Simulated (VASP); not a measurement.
# BeTe (I-4m2) in VASP: notebook

The runs below take BeTe through single point, with PBE.

All numbers are computed with VASP 6.6.1; they aren't measurements. Logs are shortened: lines on timing, memory, paths and dates and some standing lists are left out, and cuts for length are marked.

## (1) The cell of the first run

Symmetry: I-4m2, No. 119, tetragonal system. Conventional cell: a = 3.800 Å, b = 3.800 Å, c = 5.862 Å, α = 90.00°, β = 90.00°, γ = 90.00°. Within 3.2 Å of Be (site symmetry -4m2) lie 4 Te at 2.40 Å. Within 3.2 Å of Te (site symmetry -4m2) lie 4 Be at 2.40 Å.

## (2) Single point, PBE (epitaxial xy strain -5.0%)

File INCAR:

```
SYSTEM = BeTe
ALGO = Normal ; EDIFF = 1E-6
ENCUT = 520 ; GGA = PE
ISIF = 2 ; ISMEAR = 0
LASPH = .True. ; LCHARG = .True.
LELF = .True. ; LREAL = .False.
LVHAR = .True. ; LWAVE = .False.
NBANDS = 11 ; NELM = 80
PREC = Accurate ; SIGMA = 0.01
```

File KPOINTS:

```
k-points
0
Gamma
  4 4 4
  0 0 0
```

File POSCAR:

```
BeTe
1.0
    0.0000000000      2.6871924460      2.9308310144
    2.6871924460      0.0000000000      2.9308310144
    2.6871924460      2.6871924460      0.0000000000
Be Te
1 1
Direct
    0.0000000000      0.0000000000      0.0000000000
    0.2500000000      0.2500000000      0.2500000000
```

Potentials or basis: VASP PAW PBE potentials, release 64 (Be, Te).

On the command line:

```
> cat potpaw_PBE.64/Be/POTCAR potpaw_PBE.64/Te/POTCAR > POTCAR
> mpirun -np 1 vasp_std > vasp.out
```

OUTCAR:

```text
SYSTEM = BeTe
   EDIFF = 1E-6
   ENCUT = 520
   GGA = PE
   ISIF = 2
   ISMEAR = 0
   LASPH = .True.
   LREAL = .False.
   NELM = 80
   PREC = Accurate

 ion  position               nearest neighbor table
   1  0.000  0.000  0.000-   2 2.40   2 2.40   2 2.40   2 2.40
   2  0.250  0.250  0.250-   1 2.40   1 2.40   1 2.40   1 2.40

  LATTYP: Found a body centered tetragonal cell.
 ALAT       =     3.8002640018
 C/A-ratio  =     1.5424354797

  Lattice vectors:

 A1 = (  -2.6871924460,   0.0000000000,   2.9308310144)
 A2 = (   2.6871924460,   0.0000000000,   2.9308310144)
 A3 = (   0.0000000000,   2.6871924460,  -2.9308310144)

Analysis of symmetry for initial positions (statically):
=====================================================================
 Subroutine PRICEL returns:
 Original cell was already a primitive cell.

 Routine SETGRP: Setting up the symmetry group for a
 body centered tetragonal supercell.

 Subroutine GETGRP returns: Found  8 space group operations
 (whereof  8 operations were pure point group operations)
 out of a pool of 16 trial point group operations.

The static configuration has the point symmetry D_2d.

Analysis of symmetry for dynamics (positions and initial velocities):
=====================================================================
 Subroutine PRICEL returns:
 Original cell was already a primitive cell.

 Routine SETGRP: Setting up the symmetry group for a
 body centered tetragonal supercell.

 Subroutine GETGRP returns: Found  8 space group operations
 (whereof  8 operations were pure point group operations)
 out of a pool of 16 trial point group operations.

The dynamic configuration has the point symmetry D_2d.

 Subroutine INISYM returns: Found  8 space group operations
 (whereof  8 operations are pure point group operations),
 and found     1 'primitive' translations

----------------------------------------------------------------------------------------

                                     Primitive cell

  volume of cell :      42.3271

  direct lattice vectors                    reciprocal lattice vectors
     0.000000000  2.687192446  2.930831014    -0.186067805  0.186067805  0.170600078
     2.687192446  0.000000000  2.930831014     0.186067805 -0.186067805  0.170600078
     2.687192446  2.687192446  0.000000000     0.186067805  0.186067805 -0.170600078

  length of vectors
     3.976276358  3.976276358  3.800264002     0.313603002  0.313603002  0.313603002

  position of ions in fractional coordinates (direct lattice)
     0.000000000  0.000000000  0.000000000
     0.250000000  0.250000000  0.250000000
[... 75 lines left out ...]
   PSTRESS=    0.0 pullay stress
   NELECT =       8.0000    total number of electrons
   NUPDOWN=      -1.0000    fix difference up-down
   EMIN   =  10.00;   EMAX   =-10.00  energy-range for DOS
   EFERMI =   0.00;   METHOD = LEGACY
   ISMEAR =     0;   SIGMA  =   0.01  broadening in eV -4-tet -1-fermi 0-gaus
   EFERMI_NEDOS =   21; number of points for ismear=-14 and -15
   IALGO  =     38    algorithm
   IMIX   =      4    mixing-type and parameters
     AMIX     =   0.40;   BMIX     =  1.00
     AMIX_MAG =   1.60;   BMIX_MAG =  1.00
  volume/ion in A,a.u.               =      21.16       142.82
  Fermi-wavevector in a.u.,A,eV,Ry     =   0.939504  1.775405 12.009429  0.882668
  Thomas-Fermi vector in A             =   2.066823
   LORBIT       =      0    0 simple, 1 ext, 2 COOP (PROOUT), +10 PAW based schemes
   GGA     = PE    functional components
   LHFCALC =     F    Hartree Fock is set to
   AEXX    =    0.0000 exact exchange contribution
   IVDW    =     0    specifies the selected vdW correction
   LEPSILON=     F    determine dielectric tensor
   LRPA    =     F    only Hartree local field effects (RPA)
 non-spin polarized calculation
 Gauss-broadening in eV      SIGMA  =   0.01
  energy-cutoff  :      520.00
  volume of cell :       42.33
 maximum number of plane-waves:      1147
 NGX is ok and might be reduce to    30
   NGX = 15   NGY = 15   NGZ = 15

 number of electron       8.0000000 magnetization

 Free energy of the ion-electron system (eV)
  ---------------------------------------------------
  ext. energy  EPLUGINS =         0.00000000
  ---------------------------------------------------
  free energy    TOTEN  =        -7.44714412 eV

  energy without entropy =       -7.44714412  energy(sigma->0) =       -7.44714412

 E-fermi :   5.9697     XC(G=0):  -9.2671

 val. band max:        5.9272944106   @ k =   0.0000   0.0000   0.0000
 cond. band min:       7.3688995723   @ k =   0.5000   0.0000   0.5000
 fundamental gap:      1.4416051617
 Fermi energy:         5.9696770478

 k-point     1 :       0.0000    0.0000    0.0000
  band No.  band energies     occupation
      1      -6.9185      2.00000
      2       5.3516      2.00000
      3       5.9273      2.00000
      4       5.9273      2.00000
      5       9.2718      0.00000
      6       9.2718      0.00000
      7       9.4645      0.00000
      8       9.8974      0.00000
      9      14.1549      0.00000
     10      15.0394      0.00000
     11      15.8465      0.00000
[... 155 lines left out ...]
 k-point    13 :      -0.2500    0.2500    0.5000
  band No.  band energies     occupation
      1      -4.7150      2.00000
      2       0.9835      2.00000
      3       1.7217      2.00000
      4       2.3287      2.00000
      5      10.4121      0.00000
      6      10.6683      0.00000
      7      10.7003      0.00000
      8      11.3662      0.00000
      9      17.8429      0.00000
     10      18.9272      0.00000
     11      19.7375      0.00000

------------------------ aborting loop because EDIFF is reached ----------------------------------------

  FORCE on cell =-STRESS in cart. coord.  units (eV):
  Direction    XX          YY          ZZ          XY          YZ          ZX
  --------------------------------------------------------------------------------------
  -------------------------------------------------------------------------------------
  Total        1.9516621      1.9516621      0.2522194      0.0000000      0.0000000      0.0000000
  in kB       73.8748985     73.8748985      9.5470859      0.0000000      0.0000000      0.0000000
  external PRESSURE =      52.4322943 kB  Pullay stress =       0.0000000 kB

 VOLUME and BASIS-vectors are now :
 -----------------------------------------------------------------------------
  energy-cutoff  :      520.00
  volume of cell :       42.33
      direct lattice vectors                 reciprocal lattice vectors
     0.000000000  2.687192446  2.930831014    -0.186067805  0.186067805  0.170600078
     2.687192446  0.000000000  2.930831014     0.186067805 -0.186067805  0.170600078
     2.687192446  2.687192446  0.000000000     0.186067805  0.186067805 -0.170600078

 POSITION                                       TOTAL-FORCE (eV/Angst)
 -----------------------------------------------------------------------------------
      0.00000      0.00000      0.00000         0.000000      0.000000     -0.000000
      1.34360      1.34360      1.46542        -0.000000     -0.000000      0.000000
 -----------------------------------------------------------------------------------
    total drift:                                0.000000      0.000000      0.000000

  FREE ENERGIE OF THE ION-ELECTRON SYSTEM (eV)
  ---------------------------------------------------
  free  energy   TOTEN  =        -7.4471441185 eV

  energy  without entropy=       -7.4471441185  energy(sigma->0) =       -7.44714412
```

It took 6.3 s on 1 thread of Intel Xeon 6975P-C (Granite Rapids), shared host; peak memory 0.16 GiB.

Results:

```yaml
Free_energy: -7.4471 eV
Pressure: 5.2 GPa
Band_gap_on_the_k_mesh: 1.44 eV, indirect (least direct gap 3.34 eV)
```

Caveat: the k points lie up to 0.49 Å⁻¹ apart; the cell differs from its parent crystal (epitaxial xy strain -5.0%); spin-orbit coupling is left out, which moves the levels of the heavy elements. A k mesh can miss the band edges.

(Continued in part 2 of 2.)
